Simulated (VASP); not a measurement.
# Zr (Fm-3m) in VASP: a series of runs

The runs below take Zr through single point, with PBE.

Everything below comes from runs of VASP 6.6.1. Logs are shortened: lines on timing, memory, paths and dates and some standing lists are left out, and cuts for length are marked.

**1. The cell of the first run**

Symmetry: Fm-3m, No. 225, cubic system. Conventional cell: a = 4.598 Å, b = 4.598 Å, c = 4.598 Å, α = 90.00°, β = 90.00°, γ = 90.00°. Within 4.3 Å of Zr (site symmetry m-3m) lie 12 Zr at 3.25 Å.

**2. Single point, PBE (volume scaled by 1.06)**

Input file INCAR:

```
PREC = Accurate ; ENCUT = 520
EDIFF = 1E-7 ; ISMEAR = -1
SIGMA = 0.05 ; LREAL = F
LASPH = T ; NELM = 60
ALGO = Normal ; ISIF = 2
LWAVE = F ; LCHARG = T
GGA = PE ; LELF = T
LVHAR = T ; NBANDS = 12
```

Input file KPOINTS:

```
Automatic mesh
0
Gamma
  13 13 13
```

Input file POSCAR:

```
Zr
1.0
    0.0000000000      2.2992269146      2.2992269146
    2.2992269146      0.0000000000      2.2992269146
    2.2992269146      2.2992269146      0.0000000000
Zr
1
Direct
    0.0000000000      0.0000000000      0.0000000000
```

Potentials or basis: VASP PAW PBE potentials, release 64 (Zr_sv).

Launch:

```console
$ cat potpaw_PBE.64/Zr_sv/POTCAR > POTCAR
$ mpirun -np 1 vasp_std > vasp.out
```

OUTCAR:

```text
PREC = Accurate
   ENCUT = 520
   EDIFF = 1E-7
   ISMEAR = -1
   LREAL = F
   LASPH = T
   NELM = 60
   ISIF = 2
   GGA = PE

 ion  position               nearest neighbor table
   1  0.000  0.000  0.000-

  LATTYP: Found a face centered cubic cell.
 ALAT       =     4.5984538292

  Lattice vectors:

 A1 = (   0.0000000000,   2.2992269146,   2.2992269146)
 A2 = (   2.2992269146,   0.0000000000,   2.2992269146)
 A3 = (   2.2992269146,   2.2992269146,   0.0000000000)

Analysis of symmetry for initial positions (statically):
=====================================================================
 Subroutine PRICEL returns:
 Original cell was already a primitive cell.

 Routine SETGRP: Setting up the symmetry group for a
 face centered cubic supercell.

 Subroutine GETGRP returns: Found 48 space group operations
 (whereof 48 operations were pure point group operations)
 out of a pool of 48 trial point group operations.

The static configuration has the point symmetry O_h .

Analysis of symmetry for dynamics (positions and initial velocities):
=====================================================================
 Subroutine PRICEL returns:
 Original cell was already a primitive cell.

 Routine SETGRP: Setting up the symmetry group for a
 face centered cubic supercell.

 Subroutine GETGRP returns: Found 48 space group operations
 (whereof 48 operations were pure point group operations)
 out of a pool of 48 trial point group operations.

The dynamic configuration has the point symmetry O_h .

 Subroutine INISYM returns: Found 48 space group operations
 (whereof 48 operations are pure point group operations),
 and found     1 'primitive' translations

----------------------------------------------------------------------------------------

                                     Primitive cell

  volume of cell :      24.3095

  direct lattice vectors                    reciprocal lattice vectors
     0.000000000  2.299226915  2.299226915    -0.217464399  0.217464399  0.217464399
     2.299226915  0.000000000  2.299226915     0.217464399 -0.217464399  0.217464399
     2.299226915  2.299226915  0.000000000     0.217464399  0.217464399 -0.217464399

  length of vectors
     3.251597886  3.251597886  3.251597886     0.376659389  0.376659389  0.376659389

  position of ions in fractional coordinates (direct lattice)
     0.000000000  0.000000000  0.000000000

  ion indices of the primitive-cell ions
   primitive index   ion index
                 1           1

[... 79 lines left out ...]
   POTIM  = 0.5000    time-step for ionic-motion
   TEBEG  =    0.0;   TEEND  =   0.0 temperature during run
   PSTRESS=    0.0 pullay stress
   NELECT =      12.0000    total number of electrons
   NUPDOWN=      -1.0000    fix difference up-down
   EMIN   =  10.00;   EMAX   =-10.00  energy-range for DOS
   EFERMI =   0.00;   METHOD = LEGACY
   ISMEAR =    -1;   SIGMA  =   0.05  broadening in eV -4-tet -1-fermi 0-gaus
   EFERMI_NEDOS =   21; number of points for ismear=-14 and -15
   IALGO  =     38    algorithm
   IMIX   =      4    mixing-type and parameters
     AMIX     =   0.40;   BMIX     =  1.00
     AMIX_MAG =   1.60;   BMIX_MAG =  1.00
  volume/ion in A,a.u.               =      24.31       164.05
  Fermi-wavevector in a.u.,A,eV,Ry     =   1.293829  2.444982 22.776050  1.673992
  Thomas-Fermi vector in A             =   2.425450
   LORBIT       =      0    0 simple, 1 ext, 2 COOP (PROOUT), +10 PAW based schemes
   GGA     = PE    functional components
   LHFCALC =     F    Hartree Fock is set to
   AEXX    =    0.0000 exact exchange contribution
   IVDW    =     0    specifies the selected vdW correction
   LEPSILON=     F    determine dielectric tensor
   LRPA    =     F    only Hartree local field effects (RPA)
 non-spin polarized calculation
  energy-cutoff  :      520.00
  volume of cell :       24.31
 maximum number of plane-waves:       666
   NGX = 13   NGY = 13   NGZ = 13

 number of electron      12.0000000 magnetization

 Free energy of the ion-electron system (eV)
  ---------------------------------------------------
  ext. energy  EPLUGINS =         0.00000000
  ---------------------------------------------------
  free energy    TOTEN  =        -8.47291999 eV

  energy without entropy =       -8.45875786  energy(sigma->0) =       -8.46583893

 E-fermi :   8.4042     XC(G=0): -10.8889

 val. band max:        8.3845590627   @ k =  -0.3077   0.0769   0.0000
 cond. band min:       8.4155869389   @ k =  -0.3846   0.3077   0.1538
 fundamental gap:      0.0310278762
 Fermi energy:         8.4041786081

 k-point     1 :       0.0000    0.0000    0.0000
  band No.  band energies     occupation
      1     -40.3866      2.00000
      2     -17.9581      2.00000
      3     -17.9581      2.00000
      4     -17.9581      2.00000
      5       2.9425      2.00000
      6       9.3754      0.00000
      7       9.3754      0.00000
      8       9.3754      0.00000
      9      11.6513      0.00000
     10      11.6513      0.00000
     11      18.8193      0.00000
     12      22.8316      0.00000
[... 331 lines left out ...]
 k-point    24 :       0.4615    0.1538    0.0000
  band No.  band energies     occupation
      1     -40.2671      2.00000
      2     -18.6857      2.00000
      3     -18.1599      2.00000
      4     -18.1103      2.00000
      5       6.0537      2.00000
      6       8.0748      1.99725
      7       8.9171      0.00007
      8       9.8981      0.00000
      9      13.3881      0.00000
     10      13.3893      0.00000
     11      17.6223      0.00000
     12      20.2371      0.00000

 [... further k-points ...]

------------------------ aborting loop because EDIFF is reached ----------------------------------------

  FORCE on cell =-STRESS in cart. coord.  units (eV):
  Direction    XX          YY          ZZ          XY          YZ          ZX
  --------------------------------------------------------------------------------------
  -------------------------------------------------------------------------------------
  Total       -0.5698099     -0.5698099     -0.5698099     -0.0000000     -0.0000000      0.0000000
  in kB      -37.5547702    -37.5547702    -37.5547702     -0.0000000     -0.0000000      0.0000000
  external PRESSURE =     -37.5547702 kB  Pullay stress =       0.0000000 kB

 VOLUME and BASIS-vectors are now :
 -----------------------------------------------------------------------------
  energy-cutoff  :      520.00
  volume of cell :       24.31
      direct lattice vectors                 reciprocal lattice vectors
     0.000000000  2.299226915  2.299226915    -0.217464399  0.217464399  0.217464399
     2.299226915  0.000000000  2.299226915     0.217464399 -0.217464399  0.217464399
     2.299226915  2.299226915  0.000000000     0.217464399  0.217464399 -0.217464399

 POSITION                                       TOTAL-FORCE (eV/Angst)
 -----------------------------------------------------------------------------------
      0.00000      0.00000      0.00000        -0.000000     -0.000000      0.000000
 -----------------------------------------------------------------------------------
    total drift:                                0.000000      0.000000      0.000000

  FREE ENERGIE OF THE ION-ELECTRON SYSTEM (eV)
  ---------------------------------------------------
  free  energy   TOTEN  =        -8.4729199893 eV

  energy  without entropy=       -8.4587578623  energy(sigma->0) =       -8.46583893
```

OSZICAR:

```text
N       E                     dE             d eps       ncg     rms          rms(c)
DAV:   1     0.879820463990E+02    0.87982E+02   -0.68882E+03  2016   0.994E+02
DAV:   2    -0.558374640242E+01   -0.93566E+02   -0.90706E+02  2316   0.269E+02
DAV:   3    -0.877242190065E+01   -0.31887E+01   -0.31464E+01  3052   0.416E+01
DAV:   4    -0.884133421151E+01   -0.68912E-01   -0.68841E-01  2284   0.593E+00
DAV:   5    -0.884353245918E+01   -0.21982E-02   -0.21982E-02  3032   0.741E-01    0.935E+00
DAV:   6    -0.853057567893E+01    0.31296E+00   -0.40588E-01  2172   0.584E+00    0.359E+00
DAV:   7    -0.847014656871E+01    0.60429E-01   -0.21743E-01  2396   0.405E+00    0.740E-01
DAV:   8    -0.847294190032E+01   -0.27953E-02   -0.12725E-02  2388   0.128E+00    0.120E-01
DAV:   9    -0.847293068744E+01    0.11213E-04   -0.54606E-04  2620   0.214E-01    0.223E-02
DAV:  10    -0.847292246886E+01    0.82186E-05   -0.20538E-05  2412   0.454E-02    0.712E-03
DAV:  11    -0.847292008390E+01    0.23850E-05   -0.13673E-06  2920   0.991E-03    0.152E-03
DAV:  12    -0.847291998927E+01    0.94628E-07   -0.25943E-08  1536   0.158E-03
   1 F= -.84729200E+01 E0= -.84658389E+01  d E =-.141621E-01
```

It took 14 s on 1 thread of Intel Xeon Platinum 8259CL at 2.50GHz (Skylake/Cascade Lake), shared host; peak memory 0.15 GiB.

Results:

```
Free energy            : -8.4729 eV
Pressure               : -3.8 GPa
Band gap on the k mesh : zero (band 6 reaches 9.38 eV, above the bottom of band 7 at 7.87 eV)
```

Caveat: the cell differs from its parent crystal (volume scaled by 1.06).

**3. Single point, PBE**

This run uses another cell than the first one, of 22.93 Å³/atom, 0.943 times its volume.

Input file INCAR:

```
  PREC = Accurate
  ENCUT = 520
  EDIFF = 1E-6
  ISMEAR = -1
  SIGMA = 0.05
  LREAL = F
  LASPH = T
  NELM = 60
  ALGO = Normal
  ISIF = 2
  LWAVE = F
  LCHARG = F
  GGA = PE
  ISYM = 0
  NBANDS = 12
```

Input file KPOINTS:

```
regular mesh
0
Gamma
  13 13 13
```

Input file POSCAR:

```
Zr
1.0
    0.0000000000      2.2550000000      2.2550000000
    2.2550000000      0.0000000000      2.2550000000
    2.2550000000      2.2550000000      0.0000000000
Zr
1
Direct
    0.0000000000      0.0000000000      0.0000000000
```

Potentials or basis: VASP PAW PBE potentials, release 64 (Zr_sv).

Launch:

```console
$ cat potpaw_PBE.64/Zr_sv/POTCAR > POTCAR
$ mpirun -np 1 vasp_std > vasp.out
```

It took 2.3 min on 1 thread of Intel Xeon Platinum 8259CL at 2.50GHz (Skylake/Cascade Lake), shared host; peak memory 0.38 GiB.

It converged, with:

| Quantity | Value |
| --- | --- |
| Free energy | -8.4841 eV |
| Pressure | 1.2 GPa |
| Band gap on the k mesh | zero (band 6 reaches 10.04 eV, above the bottom of band 7 at 8.48 eV) |

Levels at points of the mesh, in eV from the Fermi level:
```csv
k point,band 3,band 4,band 5,band 6,band 7,band 8,band 9,band 10
"(0.00, 0.00, 0.00)",-26.17,-26.17,-5.57,0.99,0.99,0.99,3.45,3.45
```
